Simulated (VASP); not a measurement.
# Co (P6_3/mmc) in VASP: further runs, part 2 of 2

VASP 6.6.1.

### Step 3. Single point, PBEsol, collinear spin, ferromagnetic start (volume scaled by 0.88, then relaxed in part)

The input, INCAR:

```
ALGO = Fast ; EDIFF = 1E-7
ENCUT = 520 ; GGA = PS
ISIF = 2 ; ISMEAR = 0
ISPIN = 2 ; LASPH = True
LCHARG = True ; LELF = True
LMAXMIX = 4 ; LORBIT = 11
LREAL = False ; LVHAR = True
LWAVE = False ; MAGMOM = 1.8 1.8
NBANDS = 20 ; NELM = 150
PREC = Accurate ; SIGMA = 0.1
```

The input, KPOINTS:

```
k-points
0
Gamma
  18 18 10
```

The input, POSCAR:

```
Co
1.0
    2.3549107078      0.0000000000      0.0000000000
   -1.1774553539      2.0394124966      0.0000000000
    0.0000000000      0.0000000000      3.8006952948
Co
2
Direct
    0.3333333333      0.6666666667      0.2500000000
    0.6666666667      0.3333333333      0.7500000000
```

Potentials or basis: VASP PAW PBE potentials, release 64 (Co).

Run with:

```
$ cat potpaw_PBE.64/Co/POTCAR > POTCAR
$ mpirun -np 1 vasp_std > vasp.out
```

OUTCAR:

```text
EDIFF = 1E-7
   ENCUT = 520
   GGA = PS
   ISIF = 2
   ISMEAR = 0
   ISPIN = 2
   LASPH = True
   LORBIT = 11
   LREAL = False
   NELM = 150
   PREC = Accurate

 ion  position               nearest neighbor table
   1  0.333  0.667  0.250-   2 2.34   2 2.34   2 2.34   2 2.34   2 2.34   2 2.34
   2  0.667  0.333  0.750-   1 2.34   1 2.34   1 2.34   1 2.34   1 2.34   1 2.34

  LATTYP: Found a hexagonal cell.
 ALAT       =     2.3549107078
 C/A-ratio  =     1.6139445467

  Lattice vectors:

 A1 = (   2.3549107078,   0.0000000000,   0.0000000000)
 A2 = (  -1.1774553539,   2.0394124966,   0.0000000000)
 A3 = (   0.0000000000,   0.0000000000,   3.8006952948)

Analysis of symmetry for initial positions (statically):
=====================================================================
 Subroutine PRICEL returns:
 Original cell was already a primitive cell.

 Routine SETGRP: Setting up the symmetry group for a
 hexagonal supercell.

 Subroutine GETGRP returns: Found 24 space group operations
 (whereof 12 operations were pure point group operations)
 out of a pool of 24 trial point group operations.

The static configuration has the point symmetry D_3d.
 The point group associated with its full space group is D_6h.

Analysis of symmetry for dynamics (positions and initial velocities):
=====================================================================
 Subroutine PRICEL returns:
 Original cell was already a primitive cell.

 Routine SETGRP: Setting up the symmetry group for a
 hexagonal supercell.

 Subroutine GETGRP returns: Found 24 space group operations
 (whereof 12 operations were pure point group operations)
 out of a pool of 24 trial point group operations.

The dynamic configuration has the point symmetry D_3d.
 The point group associated with its full space group is D_6h.

Analysis of structural, dynamic, and magnetic symmetry:
=====================================================================
 Subroutine PRICEL returns:
 Original cell was already a primitive cell.

 Routine SETGRP: Setting up the symmetry group for a
 hexagonal supercell.

 Subroutine GETGRP returns: Found 24 space group operations
 (whereof 12 operations were pure point group operations)
 out of a pool of 24 trial point group operations.

The overall configuration has the point symmetry D_3d.
 The point group associated with its full space group is D_6h.

 Subroutine INISYM returns: Found 24 space group operations
 (whereof 12 operations are pure point group operations),
 and found     1 'primitive' translations

----------------------------------------------------------------------------------------

                                     Primitive cell

  volume of cell :      18.2533

  direct lattice vectors                    reciprocal lattice vectors
     2.354910708  0.000000000  0.000000000     0.424644551  0.245168646  0.000000000
    -1.177455354  2.039412497  0.000000000     0.000000000  0.490337292  0.000000000
     0.000000000  0.000000000  3.800695295     0.000000000  0.000000000  0.263109753

  length of vectors
     2.354910708  2.354910708  3.800695295     0.490337292  0.490337292  0.263109753

  position of ions in fractional coordinates (direct lattice)
[... 71 lines left out ...]
   ISTART =      0    job   : 0-new  1-cont  2-samecut
   ICHARG =      2    charge: 1-file 2-atom 10-const
   ISPIN  =      2    spin polarized calculation?
   LNONCOLLINEAR =      F non collinear calculations
   LSORBIT =      F    spin-orbit coupling
   LASPH  =      T    aspherical Exc in radial PAW
   ENCUT  =  520.0 eV  38.22 Ry    6.18 a.u.   4.38  4.38  7.07*2*pi/ulx,y,z
   NELM   =    150;   NELMIN=  2; NELMDL= -5     # of ELM steps
   EDIFF  = 0.1E-06   stopping-criterion for ELM
   LREAL  =      F    real-space projection
   EDIFFG = 0.1E-05   stopping-criterion for IOM
   NSW    =      0    number of steps for IOM
   IBRION =     -1    ionic relax: 0-MD 1-quasi-New 2-CG
   NFREE  =      0    steps in history (QN), initial steepest desc. (CG)
   ISIF   =      2    stress and relaxation
   ISYM   =      2    0-nonsym 1-usesym 2-fastsym
   POTIM  = 0.5000    time-step for ionic-motion
   TEBEG  =    0.0;   TEEND  =   0.0 temperature during run
   PSTRESS=    0.0 pullay stress
   NELECT =      18.0000    total number of electrons
   NUPDOWN=      -1.0000    fix difference up-down
   EMIN   =  10.00;   EMAX   =-10.00  energy-range for DOS
   EFERMI =   0.00;   METHOD = LEGACY
   ISMEAR =     0;   SIGMA  =   0.10  broadening in eV -4-tet -1-fermi 0-gaus
   EFERMI_NEDOS =   21; number of points for ismear=-14 and -15
   IALGO  =     68    algorithm
   IMIX   =      4    mixing-type and parameters
     AMIX     =   0.40;   BMIX     =  1.00
     AMIX_MAG =   1.60;   BMIX_MAG =  1.00
  volume/ion in A,a.u.               =       9.13        61.59
  Fermi-wavevector in a.u.,A,eV,Ry     =   1.629489  3.079288 36.126664  2.655235
  Thomas-Fermi vector in A             =   2.721947
   LORBIT       =     11    0 simple, 1 ext, 2 COOP (PROOUT), +10 PAW based schemes
   GGA     = PS    functional components
   LHFCALC =     F    Hartree Fock is set to
   AEXX    =    0.0000 exact exchange contribution
   IVDW    =     0    specifies the selected vdW correction
   LEPSILON=     F    determine dielectric tensor
   LRPA    =     F    only Hartree local field effects (RPA)
 spin polarized calculation
 RMM-DIIS sequential band-by-band and
 Gauss-broadening in eV      SIGMA  =   0.10
  energy-cutoff  :      520.00
  volume of cell :       18.25
 maximum number of plane-waves:       525
 NGX is ok and might be reduce to    18
   NGX =  9   NGY =  9   NGZ = 15

 number of electron      18.0000010 magnetization       2.9245760

 Free energy of the ion-electron system (eV)
  ---------------------------------------------------
  ext. energy  EPLUGINS =         0.00000000
  ---------------------------------------------------
  free energy    TOTEN  =       -15.20420649 eV

  energy without entropy =      -15.19484095  energy(sigma->0) =      -15.19952372

 E-fermi :  12.7188     XC(G=0): -14.6346

 val. band max:       12.7166406827   @ k =   0.2222   0.1111   0.2000
 cond. band min:      12.7241140986   @ k =   0.3333   0.2222   0.4000
 fundamental gap:      0.0074734159
 Fermi energy:        12.7188055007

 spin component 1

 k-point     1 :       0.0000    0.0000    0.0000
  band No.  band energies     occupation
      1       2.7184      1.00000
      2       6.7017      1.00000
      3       9.8956      1.00000
      4       9.9086      1.00000
      5       9.9086      1.00000
      6      10.3334      1.00000
[... 541 lines left out ...]
     19      38.2868      0.00000
     20      40.9564      0.00000

 [... further k-points ...]

 spin component 2

 k-point     1 :       0.0000    0.0000    0.0000
  band No.  band energies     occupation
      1       2.8128      1.00000
      2       7.5835      1.00000
      3      11.3738      1.00000
      4      11.3749      1.00000
      5      11.3749      1.00000
      6      11.8541      1.00000
[... 541 lines left out ...]
     19      38.6435      0.00000
     20      41.4113      0.00000

 [... further k-points ...]

------------------------ aborting loop because EDIFF is reached ----------------------------------------

  FORCE on cell =-STRESS in cart. coord.  units (eV):
  Direction    XX          YY          ZZ          XY          YZ          ZX
  --------------------------------------------------------------------------------------
  -------------------------------------------------------------------------------------
  Total        4.6376518      4.6376518      4.6237596      0.0000000     -0.0000000      0.0000000
  in kB      407.0672302    407.0672302    405.8478576      0.0000000     -0.0000000      0.0000000
  external PRESSURE =     406.6607727 kB  Pullay stress =       0.0000000 kB

 VOLUME and BASIS-vectors are now :
 -----------------------------------------------------------------------------
  energy-cutoff  :      520.00
  volume of cell :       18.25
      direct lattice vectors                 reciprocal lattice vectors
     2.354910708  0.000000000  0.000000000     0.424644551  0.245168646  0.000000000
    -1.177455354  2.039412497  0.000000000     0.000000000  0.490337292  0.000000000
     0.000000000  0.000000000  3.800695295     0.000000000  0.000000000  0.263109753

 POSITION                                       TOTAL-FORCE (eV/Angst)
 -----------------------------------------------------------------------------------
     -0.00000      1.35961      0.95017        -0.000000      0.000000      0.000000
      1.17746      0.67980      2.85052         0.000000     -0.000000      0.000000
 -----------------------------------------------------------------------------------
    total drift:                               -0.000000      0.000000     -0.000000

  FREE ENERGIE OF THE ION-ELECTRON SYSTEM (eV)
  ---------------------------------------------------
  free  energy   TOTEN  =       -15.2042064868 eV

  energy  without entropy=      -15.1948409522  energy(sigma->0) =      -15.19952372

 total charge

# of ion       s       p       d       tot
------------------------------------------
    1        0.570   0.696   7.406   8.672
    2        0.570   0.696   7.406   8.672
--------------------------------------------------
tot          1.140   1.393  14.811  17.344

 magnetization (x)

# of ion       s       p       d       tot
------------------------------------------
    1       -0.016  -0.052   1.514   1.447
    2       -0.016  -0.052   1.514   1.447
--------------------------------------------------
tot         -0.032  -0.103   3.028   2.893
```

Run time: 84 s. Hardware: 1 thread of Intel Xeon 6975P-C (Granite Rapids), shared host; peak memory 0.22 GiB.

Results:

| Property | Result |
| --- | --- |
| Free energy | -15.2042 eV |
| Pressure | 40.7 GPa |
| Net moment | 2.92 μB per cell |
| Site moments | Co +1.45 μB |
| Valence electrons inside the program's atomic spheres | Co 8.67 |

Stress tensor (GPa, compression positive):
```
40.71  0.00  0.00
 0.00 40.71  0.00
 0.00  0.00 40.58
```

Caveat: the PAW data sets were made with another functional, which shifts forces and pressure a little.
